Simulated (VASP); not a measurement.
Set up this calculation in VASP 6.6.1, as the native input.

```
Task                   : single point
Functional             : PBE
Dispersion             : D3(BJ)
Potentials or basis    : VASP PAW PBE potentials, release 64 (Cl, H)
Cutoff                 : 400 eV
k mesh                 : 1 × 1 × 1
Occupations            : fermi-dirac, width 0.05 eV
Spin                   : no spin polarisation
Dipole correction      : no
Further INCAR settings : ALGO = Normal; EDIFF = 1e-06; NBANDS = 56
```

The structure of HCl lies in POSCAR:

```
HCl
1.0
    7.9895700000      0.0000000000      0.0000000000
    0.0000000000      7.9895700000      0.0000000000
    0.0000000000      0.0000000000      7.9895700000
Cl H
10 10
Direct
    0.2633057849      0.1767929939      0.3091780909
    0.0885154020      0.6005955264      0.4689989574
    0.6583333020      0.2281224146      0.1443757299
    0.3665779260      0.0900549091      0.7944232293
    0.4826167115      0.8361776666      0.4603626979
    0.7782396299      0.7872889279      0.9795145421
    0.2739822043      0.6587588569      0.0919573894
    0.6437142424      0.4454182140      0.6362420005
    0.8788332789      1.0275396548      0.4919664012
    0.0200135927      0.3272892033      0.8590074309
    0.3966296058      0.2779874261      0.3075134206
   -0.0106889357      0.7247574025      0.5123554835
    0.5474262069      0.1649150079      0.0454968165
    0.4167182965     -0.0343197444      0.7032293352
    0.4136267659      0.9692386449      0.3973430360
    0.6641659063      0.7360721541      0.8797720027
    0.1782073378      0.6897617769      0.2209380480
    0.7418171441      0.3743004943      0.7478750421
    0.7490891249      0.9471348270      0.4467950090
    0.0584637221      0.4830172337      0.9154435095
```

The input as run:

INCAR

```
SYSTEM = HCl
PREC = Accurate ; ENCUT = 400
EDIFF = 1E-6 ; ISMEAR = -1
SIGMA = 0.05 ; LREAL = .False.
LASPH = .True. ; NELM = 120
ALGO = Normal ; ISIF = 2
LWAVE = .False. ; LCHARG = .False.
GGA = PE ; IVDW = 12
NBANDS = 56 ; GGA_COMPAT = .False.
```

KPOINTS

```
regular mesh
0
Gamma
  1 1 1
  0 0 0
```

Potentials or basis: VASP PAW PBE potentials, release 64 (Cl, H).

Command:

```console
$ cat potpaw_PBE.64/Cl/POTCAR potpaw_PBE.64/H/POTCAR > POTCAR
$ mpirun -np 1 vasp_gam > vasp.out
```

Results of the run:

* Pressure: -0.4 GPa
* Largest force: 1.543 eV/Å
* Band gap on the k mesh: 5.39 eV
* Dispersion energy per atom: -0.061 eV

Caveat: the k points lie up to 0.79 Å⁻¹ apart.

Run time: 31 s on 1 thread of Intel(R) Xeon(R) Platinum 8559C (Emerald Rapids) (shared host), peak memory 0.34 GiB.
